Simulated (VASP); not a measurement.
# CdS (rocksalt type) (Fm-3m) in VASP: a series of runs, part 2 of 2

VASP 6.6.1. The steps go on from the part before.

## (4) Density of states, PBEsol

This run uses another cell than the first one, of 19.65 Å³/atom, 1.818 times its volume.

POSCAR

```
CdS
1.0
    0.0000000000      2.6985419728      2.6985419728
    2.6985419728      0.0000000000      2.6985419728
    2.6985419728      2.6985419728      0.0000000000
Cd S
1 1
Direct
    0.0000000000      0.0000000000      0.0000000000
    0.5000000000      0.5000000000      0.5000000000
```

INCAR.step1

```
PREC     = Accurate       # precision mode
ENCUT    = 520            # plane-wave cutoff, eV
EDIFF    = 1E-6           # SCF threshold, eV
ISMEAR   = -1             # smearing method
SIGMA    = 0.08           # smearing width, eV
LREAL    = False          # projectors in reciprocal space
LASPH    = True           # aspherical terms in the spheres
NELM     = 100            # most SCF steps
ALGO     = Normal         # electronic algorithm
ISIF     = 2              # what is computed and relaxed
LWAVE    = False          # write WAVECAR
LCHARG   = True           # write CHGCAR
GGA      = PS             # functional
NBANDS   = 16             # bands
```

KPOINTS.step1

```
Automatic mesh
0
Gamma
  13 13 13
```

INCAR.step2

```
PREC     = Accurate       # precision mode
ENCUT    = 520            # plane-wave cutoff, eV
EDIFF    = 1E-6           # SCF threshold, eV
ISMEAR   = -5             # smearing method
SIGMA    = 0.08           # smearing width, eV
LREAL    = False          # projectors in reciprocal space
LASPH    = True           # aspherical terms in the spheres
NELM     = 100            # most SCF steps
ALGO     = Normal         # electronic algorithm
ISIF     = 2              # what is computed and relaxed
LWAVE    = False          # write WAVECAR
LCHARG   = False          # write CHGCAR
GGA      = PS             # functional
LORBIT   = 11             # projections on sites
NBANDS   = 16             # bands
NEDOS    = 2001           # points of the DOS
ICHARG   = 11             # starting density
```

KPOINTS.step2

```
Automatic mesh
0
Gamma
  20 20 20
```

Potentials or basis: VASP PAW PBE potentials, release 64 (Cd, S).

The run is started by

```bash
$ cat potpaw_PBE.64/Cd/POTCAR potpaw_PBE.64/S/POTCAR > POTCAR
$ cp INCAR.step1 INCAR
$ cp KPOINTS.step1 KPOINTS
$ mpirun -np 1 vasp_std > vasp.out
$ cp INCAR.step2 INCAR
$ cp KPOINTS.step2 KPOINTS
$ mpirun -np 1 vasp_std > vasp.out
```

OUTCAR:

```text
PREC = Accurate
   ENCUT = 520
   EDIFF = 1E-6
   ISMEAR = -5
   LREAL = False
   LASPH = True
   NELM = 100
   ISIF = 2
   GGA = PS
   LORBIT = 11
   ICHARG = 11

 ion  position               nearest neighbor table
   1  0.000  0.000  0.000-   2 2.70   2 2.70   2 2.70   2 2.70   2 2.70   2 2.70
   2  0.500  0.500  0.500-   1 2.70   1 2.70   1 2.70   1 2.70   1 2.70   1 2.70

  LATTYP: Found a face centered cubic cell.
 ALAT       =     5.3970839456

  Lattice vectors:

 A1 = (   0.0000000000,   2.6985419728,   2.6985419728)
 A2 = (   2.6985419728,   0.0000000000,   2.6985419728)
 A3 = (   2.6985419728,   2.6985419728,   0.0000000000)

Analysis of symmetry for initial positions (statically):
=====================================================================
 Subroutine PRICEL returns:
 Original cell was already a primitive cell.

 Routine SETGRP: Setting up the symmetry group for a
 face centered cubic supercell.

 Subroutine GETGRP returns: Found 48 space group operations
 (whereof 48 operations were pure point group operations)
 out of a pool of 48 trial point group operations.

The static configuration has the point symmetry O_h .

Analysis of symmetry for dynamics (positions and initial velocities):
=====================================================================
 Subroutine PRICEL returns:
 Original cell was already a primitive cell.

 Routine SETGRP: Setting up the symmetry group for a
 face centered cubic supercell.

 Subroutine GETGRP returns: Found 48 space group operations
 (whereof 48 operations were pure point group operations)
 out of a pool of 48 trial point group operations.

The dynamic configuration has the point symmetry O_h .

[... 113 lines left out ...]
   EMIN   =  10.00;   EMAX   =-10.00  energy-range for DOS
   EFERMI =   0.00;   METHOD = LEGACY
   ISMEAR =    -5;   SIGMA  =   0.08  broadening in eV -4-tet -1-fermi 0-gaus
   EFERMI_NEDOS =   21; number of points for ismear=-14 and -15
   IALGO  =     38    algorithm
   IMIX   =      4    mixing-type and parameters
     AMIX     =   0.40;   BMIX     =  1.00
     AMIX_MAG =   1.60;   BMIX_MAG =  1.00
  volume/ion in A,a.u.               =      19.65       132.61
  Fermi-wavevector in a.u.,A,eV,Ry     =   1.261905  2.384654 21.665958  1.592403
  Thomas-Fermi vector in A             =   2.395340
   LORBIT       =     11    0 simple, 1 ext, 2 COOP (PROOUT), +10 PAW based schemes
   GGA     = PS    functional components
   LHFCALC =     F    Hartree Fock is set to
   AEXX    =    0.0000 exact exchange contribution
   IVDW    =     0    specifies the selected vdW correction
   LEPSILON=     F    determine dielectric tensor
   LRPA    =     F    only Hartree local field effects (RPA)
 non-spin polarized calculation
 Fermi weights with tetrahedron method with Bloechl corrections
  energy-cutoff  :      520.00
  volume of cell :       39.30
 maximum number of plane-waves:      1073

 number of electron      18.0000008 magnetization

 Free energy of the ion-electron system (eV)
  ---------------------------------------------------
  ext. energy  EPLUGINS =         0.00000000
  ---------------------------------------------------
  free energy    TOTEN  =        -6.64727785 eV

  energy without entropy =       -6.64727785  energy(sigma->0) =       -6.64727785

 E-fermi :   3.2346     XC(G=0): -10.8064

 val. band max:        3.2220480972   @ k =   0.5000   0.0000   0.0000
 cond. band min:       3.3467685121   @ k =   0.5000   0.5000   0.0000
 fundamental gap:      0.1247204148
 Fermi energy:         3.2346436503

 k-point     1 :       0.0000    0.0000    0.0000
  band No.  band energies     occupation
      1      -9.9006      2.00000
      2      -4.4765      2.00000
      3      -4.4765      2.00000
      4      -4.4654      2.00000
      5      -4.4654      2.00000
      6      -4.4654      2.00000
[... 433 lines left out ...]
      3      -4.7641      2.00000
      4      -4.6700      2.00000
      5      -4.2798      2.00000
      6      -4.2557      2.00000
[... 8 lines left out ...]
     15      14.8614      0.00000
     16      15.8308      0.00000

 [... further k-points ...]
[... 5 lines left out ...]
  --------------------------------------------------------------------------------------
  -------------------------------------------------------------------------------------
  Total        0.1414180      0.1414180      0.1414180      0.0000000      0.0000000      0.0000000
  in kB        5.7649780      5.7649780      5.7649780      0.0000000      0.0000000      0.0000000
  external PRESSURE =       5.7649780 kB  Pullay stress =       0.0000000 kB

 VOLUME and BASIS-vectors are now :
 -----------------------------------------------------------------------------
  energy-cutoff  :      520.00
  volume of cell :       39.30
      direct lattice vectors                 reciprocal lattice vectors
     0.000000000  2.698541973  2.698541973    -0.185285241  0.185285241  0.185285241
     2.698541973  0.000000000  2.698541973     0.185285241 -0.185285241  0.185285241
     2.698541973  2.698541973  0.000000000     0.185285241  0.185285241 -0.185285241

 POSITION                                       TOTAL-FORCE (eV/Angst)
 -----------------------------------------------------------------------------------
      0.00000      0.00000      0.00000        -0.000000     -0.000000      0.000000
      2.69854      2.69854      2.69854         0.000000      0.000000     -0.000000
 -----------------------------------------------------------------------------------
    total drift:                                0.000000      0.000000      0.000000

  FREE ENERGIE OF THE ION-ELECTRON SYSTEM (eV)
  ---------------------------------------------------
  free  energy   TOTEN  =        -6.6472778547 eV

  energy  without entropy=       -6.6472778547  energy(sigma->0) =       -6.64727785

 total charge

# of ion       s       p       d       tot
------------------------------------------
    1        0.387   0.271   9.580  10.238
    2        1.334   2.361   0.000   3.695
--------------------------------------------------
tot          1.721   2.632   9.580  13.933
```

OSZICAR.step1:

```text
N       E                     dE             d eps       ncg     rms          rms(c)
DAV:   1     0.108996098588E+03    0.10900E+03   -0.94769E+03  2768   0.107E+03
DAV:   2    -0.339667928788E+01   -0.11239E+03   -0.10539E+03  3272   0.261E+02
DAV:   3    -0.715067113838E+01   -0.37540E+01   -0.37481E+01  3328   0.495E+01
DAV:   4    -0.716747490365E+01   -0.16804E-01   -0.16802E-01  3296   0.331E+00
DAV:   5    -0.716762353423E+01   -0.14863E-03   -0.14863E-03  3360   0.301E-01    0.797E+00
DAV:   6    -0.667544764740E+01    0.49218E+00   -0.79070E-01  3704   0.125E+01    0.660E+00
DAV:   7    -0.665128687460E+01    0.24161E-01   -0.14410E-01  3320   0.284E+00    0.326E+00
DAV:   8    -0.664835143540E+01    0.29354E-02   -0.17670E-02  3048   0.168E+00    0.275E-01
DAV:   9    -0.664804175985E+01    0.30968E-03   -0.19306E-03  3480   0.665E-01    0.415E-02
DAV:  10    -0.664802419093E+01    0.17569E-04   -0.19402E-04  3352   0.184E-01    0.437E-02
DAV:  11    -0.664803240558E+01   -0.82147E-05   -0.20721E-05  3360   0.414E-02    0.208E-02
DAV:  12    -0.664803504973E+01   -0.26441E-05   -0.44999E-06  3064   0.182E-02    0.842E-03
DAV:  13    -0.664803467131E+01    0.37842E-06   -0.79361E-07  1656   0.755E-03
   1 F= -.66480347E+01 E0= -.66468624E+01  d E =-.234461E-02
```

It took 76 s on 1 thread of AMD EPYC 7R13 (Zen 3), shared host; peak memory 0.24 GiB.

What came out:

```yaml
Valence_electrons_inside_the_program's_atomic_spheres: Cd 10.24; S 3.69
```

Caveat: the PAW data sets were made with another functional, which shifts forces and pressure a little.
